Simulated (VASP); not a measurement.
# WC (Qusongite) (P-6m2) in VASP: notebook, part 2 of 2

VASP 6.6.1. The steps go on from the part before.

### 3 Single point, PBEsol

This run uses another cell than the first one, of 9.84 Å³/atom, 1.020 times its volume.

The input, INCAR:

```
PREC = Accurate
ENCUT = 520
EDIFF = 1E-6
ISMEAR = -1
SIGMA = 0.05
LREAL = F
LASPH = T
NELM = 80
ALGO = Normal
ISIF = 2
LWAVE = F
LCHARG = F
GGA = PS
NBANDS = 16
```

The input, KPOINTS:

```
regular mesh
0
Gamma
  10 10 9
```

The input, POSCAR:

```
WC
1.0
    2.8529330023      0.0000000000      0.0000000000
   -1.4264665011      2.4707124553      0.0000000000
    0.0000000000      0.0000000000      2.7916523852
W C
1 1
Direct
    0.0000000000      0.0000000000      0.0000000000
    0.6666666667      0.3333333333      0.5000000000
```

Potentials or basis: VASP PAW PBE potentials, release 64 (W_sv, C).

Started as:

```
$ cat potpaw_PBE.64/W_sv/POTCAR potpaw_PBE.64/C/POTCAR > POTCAR
$ mpirun -np 1 vasp_std > vasp.out
```

Wall time 10 s (1 thread of Intel Xeon 6975P-C, shared host); peak memory 0.15 GiB.

Results (log left out):

```
Free energy            : -23.8422 eV
Pressure               : 21.6 GPa
Band gap on the k mesh : zero (band 9 reaches 12.38 eV, above the bottom of band 10 at 11.09 eV)
```

Stress tensor (GPa, compression positive):
```
21.47  0.00  0.00
 0.00 21.47  0.00
 0.00  0.00 21.89
```

Levels at points of the mesh, in eV from the Fermi level:
```tsv
k point	band 7	band 8	band 9	band 10	band 11	band 12
(0.00, 0.00, 0.00)	-3.52	-3.52	0.12	3.49	3.49	5.96
(0.50, 0.00, 0.00)	-3.87	-3.83	-0.43	2.51	4.91	5.33
```

Caveat: the PAW data sets were made with another functional, which shifts forces and pressure a little; spin-orbit coupling is left out, which moves the levels of the heavy elements.

### 4 Single point, PBEsol

This run uses another cell than the first one, of 10.29 Å³/atom, 1.067 times its volume.

The input, INCAR:

```
  PREC = Accurate
  ENCUT = 520
  EDIFF = 1E-6
  ISMEAR = -1
  SIGMA = 0.05
  LREAL = False
  LASPH = True
  NELM = 80
  ALGO = Normal
  ISIF = 2
  LWAVE = False
  LCHARG = False
  GGA = PS
  NBANDS = 16
```

KPOINTS is that of step 3.

The input, POSCAR:

```
WC
1.0
    2.8996840780      0.0000000000      0.0000000000
   -1.4498420390      2.5112000745      0.0000000000
    0.0000000000      0.0000000000      2.8263976015
W C
1 1
Direct
    0.0000000000      0.0000000000      0.0000000000
    0.6666666667      0.3333333333      0.5000000000
```

Started as:

```
$ cat potpaw_PBE.64/W_sv/POTCAR potpaw_PBE.64/C/POTCAR > POTCAR
$ mpirun -np 1 vasp_std > vasp.out
```

It took 11 s on 1 thread of Intel Xeon 6975P-C, shared host; peak memory 0.16 GiB.

The run converged. Its results:

```
Free energy            : -23.9048 eV
Pressure               : 1.2 GPa
Band gap on the k mesh : zero (band 9 reaches 11.73 eV, above the bottom of band 10 at 10.49 eV)
```

Stress tensor (GPa, compression positive):
```
1.06 0.00 0.00
0.00 1.06 0.00
0.00 0.00 1.44
```

Levels at points of the mesh, in eV from the Fermi level:
| k point | band 6 | band 7 | band 8 | band 9 | band 10 | band 11 | band 12 | band 13 |
| --- | --- | --- | --- | --- | --- | --- | --- | --- |
| (0.00, 0.00, 0.00) | -4.37 | -3.36 | -3.36 | 0.14 | 3.28 | 3.28 | 5.71 | 5.71 |
| (0.50, 0.00, 0.00) | -7.07 | -3.63 | -3.62 | -0.44 | 2.37 | 4.59 | 4.96 | 6.94 |

Caveat: the PAW data sets were made with another functional, which shifts forces and pressure a little; spin-orbit coupling is left out, which moves the levels of the heavy elements.

### 5 Single point, PBEsol

This run uses another cell than the first one, of 10.17 Å³/atom, 1.054 times its volume.

The input, INCAR:

```
PREC = Accurate
ENCUT = 520
EDIFF = 1E-6
ISMEAR = -1
SIGMA = 0.05
LREAL = False
LASPH = True
NELM = 100
ALGO = Normal
ISIF = 2
LWAVE = False
LCHARG = False
GGA = PS
NBANDS = 16
```

KPOINTS is that of step 4.

The input, POSCAR:

```
WC
1.0
    2.8869597074      0.0000000000      0.0000000000
   -1.4434798537      2.5001804463      0.0000000000
    0.0000000000      0.0000000000      2.8171396333
W C
1 1
Direct
    0.0000000000      0.0000000000      0.0000000000
    0.6666666667      0.3333333333      0.5000000000
```

Started as:

```
$ cat potpaw_PBE.64/W_sv/POTCAR potpaw_PBE.64/C/POTCAR > POTCAR
$ mpirun -np 1 vasp_std > vasp.out
```

It took 12 s on 1 thread of Intel Xeon 6975P-C, shared host; peak memory 0.16 GiB.

The run converged. Its results:

```yaml
Free_energy: -23.8989 eV
Pressure: 6.3 GPa
Band_gap_on_the_k_mesh: zero (band 9 reaches 11.90 eV, above the bottom of band 10 at 10.65 eV)
```

Stress tensor (GPa, compression positive):
```
6.19 0.00 0.00
0.00 6.19 0.00
0.00 0.00 6.55
```

Levels at points of the mesh, in eV from the Fermi level:
| k point | band 5 | band 6 | band 7 | band 8 | band 9 | band 10 | band 11 | band 12 | band 13 | band 14 |
| --- | --- | --- | --- | --- | --- | --- | --- | --- | --- | --- |
| (0.00, 0.00, 0.00) | -14.58 | -4.44 | -3.40 | -3.40 | 0.13 | 3.34 | 3.34 | 5.78 | 5.78 | 6.56 |
| (0.50, 0.00, 0.00) | -11.14 | -7.12 | -3.69 | -3.67 | -0.44 | 2.41 | 4.68 | 5.06 | 7.01 | 9.86 |

Caveat: the PAW data sets were made with another functional, which shifts forces and pressure a little; spin-orbit coupling is left out, which moves the levels of the heavy elements.

### 6 Single point, PBEsol

This run uses another cell than the first one, of 10.05 Å³/atom, 1.042 times its volume.

The input, INCAR:

```
SYSTEM = WC
PREC = Accurate ; ENCUT = 520
EDIFF = 1E-7 ; ISMEAR = -1
SIGMA = 0.05 ; LREAL = .FALSE.
LASPH = .TRUE. ; NELM = 60
ALGO = Normal ; ISIF = 2
LWAVE = .FALSE. ; LCHARG = .FALSE.
GGA = PS ; NBANDS = 16
```

The input, KPOINTS:

```
Automatic mesh
0
G
  10 10 9
  0 0 0
```

The input, POSCAR:

```
WC
1.0
    2.8750457146      0.0000000000      0.0000000000
   -1.4375228573      2.4898626259      0.0000000000
    0.0000000000      0.0000000000      2.8082639189
W C
1 1
Direct
    0.0000000000      0.0000000000      0.0000000000
    0.6666666667      0.3333333333      0.5000000000
```

Potentials or basis: VASP PAW PBE potentials, release 64 (W_sv, C).

Started as:

```
$ cat potpaw_PBE.64/W_sv/POTCAR potpaw_PBE.64/C/POTCAR > POTCAR
$ mpirun -np 1 vasp_std > vasp.out
```

It took 13 s on 1 thread of Intel Xeon 6975P-C, shared host; peak memory 0.15 GiB.

The run converged. Its results:

| Quantity | Value |
| --- | --- |
| Free energy | -23.8860 eV |
| Pressure | 11.4 GPa |
| Band gap on the k mesh | zero (band 9 reaches 12.06 eV, above the bottom of band 10 at 10.80 eV) |

Stress tensor (GPa, compression positive):
```
11.30  0.00  0.00
 0.00 11.30  0.00
 0.00  0.00 11.68
```

Levels at points of the mesh, in eV from the Fermi level:
| k point | band 6 | band 7 | band 8 | band 9 | band 10 | band 11 | band 12 | band 13 |
| --- | --- | --- | --- | --- | --- | --- | --- | --- |
| (0.00, 0.00, 0.00) | -4.50 | -3.44 | -3.44 | 0.13 | 3.39 | 3.39 | 5.84 | 5.84 |
| (0.50, 0.00, 0.00) | -7.17 | -3.75 | -3.73 | -0.44 | 2.44 | 4.76 | 5.15 | 7.07 |

Caveat: the PAW data sets were made with another functional, which shifts forces and pressure a little; spin-orbit coupling is left out, which moves the levels of the heavy elements.

### 7 Summary

```csv
cell,gap on the mesh (eV),pressure (GPa)
"a = 2.833, b = 2.833, c = 2.776 Å, angles 90.0, 90.0, 120.0°, 2 atoms",none,31.8
"a = 2.853, b = 2.853, c = 2.792 Å, angles 90.0, 90.0, 120.0°, 2 atoms",none,21.6
"a = 2.900, b = 2.900, c = 2.826 Å, angles 90.0, 90.0, 120.0°, 2 atoms",none,1.2
"a = 2.887, b = 2.887, c = 2.817 Å, angles 90.0, 90.0, 120.0°, 2 atoms",none,6.3
"a = 2.875, b = 2.875, c = 2.808 Å, angles 90.0, 90.0, 120.0°, 2 atoms",none,11.4
```

Alike in all rows: task single point; level PBEsol; potentials or basis VASP PAW PBE potentials, release 64 (W_sv, C); no spin polarisation; k mesh 10 × 10 × 9; cutoff (eV) 520; smearing fermi-dirac 0.05 eV.

Caveats: the PAW data sets were made with another functional, which shifts forces and pressure a little; spin-orbit coupling is left out, which moves the levels of the heavy elements.

Absolute energies hang on the potentials; compare differences alone.
